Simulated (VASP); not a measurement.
A run of VASP 6.6.1 is set up as follows.

INCAR

```
SYSTEM = Ir
PREC = Accurate
ENCUT = 520
EDIFF = 1E-7
ISMEAR = -1
SIGMA = 0.05
LREAL = .FALSE.
LASPH = .TRUE.
NELM = 80
ALGO = Normal
ISIF = 2
LWAVE = .FALSE.
LCHARG = .FALSE.
GGA = PE
NBANDS = 16
```

KPOINTS

```
Automatic mesh
0
G
  15 15 15
  0 0 0
```

The input POSCAR:

```
Ir
1.0
    0.0000000000      2.2133966831      2.2133966831
    2.2133966831      0.0000000000      2.2133966831
    2.2133966831      2.2133966831      0.0000000000
Ir
2
Direct
   -0.1250000000     -0.1250000000     -0.1250000000
    0.1250000000      0.1250000000      0.1250000000
```

Potentials or basis: VASP PAW PBE potentials, release 64 (Ir).

Command:

```bash
$ cat potpaw_PBE.64/Ir/POTCAR > POTCAR
$ mpirun -np 1 vasp_std > vasp.out
```

Question: Estimate the band gap on the k mesh.

Answer: Zero (band 9 reaches 18.93 eV, above the bottom of band 10 at 15.38 eV).

Question: Estimate the pressure.

Answer: 538.4 GPa.

Caveat: spin-orbit coupling is left out, which moves the levels of the heavy elements.
